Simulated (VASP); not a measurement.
Si3N4, 42 atoms in the cell. The structure is hexagonal, space group P6_3/m (No. 176). Conventional cell: a = 7.663 Å, b = 7.663 Å, c = 2.926 Å, α = 90.00°, β = 90.00°, γ = 120.00°. Within 2.3 Å of Si (site symmetry m) lie 4 N at 1.74 to 1.75 Å. Within 2.3 Å of N (site symmetry -6) lie 3 Si at 1.74 Å. N (site symmetry m) has 3 Si at 1.75 Å within 2.3 Å. 

| Item | Value |
| --- | --- |
| Program | VASP 6.6.1 |
| Task | single point |
| Functional | PBE |
| Potentials or basis | VASP PAW PBE potentials, release 64 (Si, N) |
| Cutoff | 600 eV |
| k mesh | 1 × 1 × 5 |
| Occupations | gaussian, width 0.01 eV |
| Spin | no spin polarisation |
| Dipole correction | no |
| Further INCAR settings | LREAL = Auto; ALGO = Normal; EDIFF = 1e-06; NBANDS = 123 |

Potentials or basis: VASP PAW PBE potentials, release 64 (Si, N).

Run with:

```bash
$ cat potpaw_PBE.64/Si/POTCAR potpaw_PBE.64/N/POTCAR > POTCAR
$ mpirun -np 1 vasp_std > vasp.out
```

Hardware: 1 thread of Oxide Virtual Turin-like Processor, with other jobs on the host.

Task: How long does it take, and how much memory?

Result: Run time: 11 min on 1 thread of Oxide Virtual Turin-like Processor, on a shared host, peak memory 0.59 GiB. Counts: scf iterations 16, k points 3.
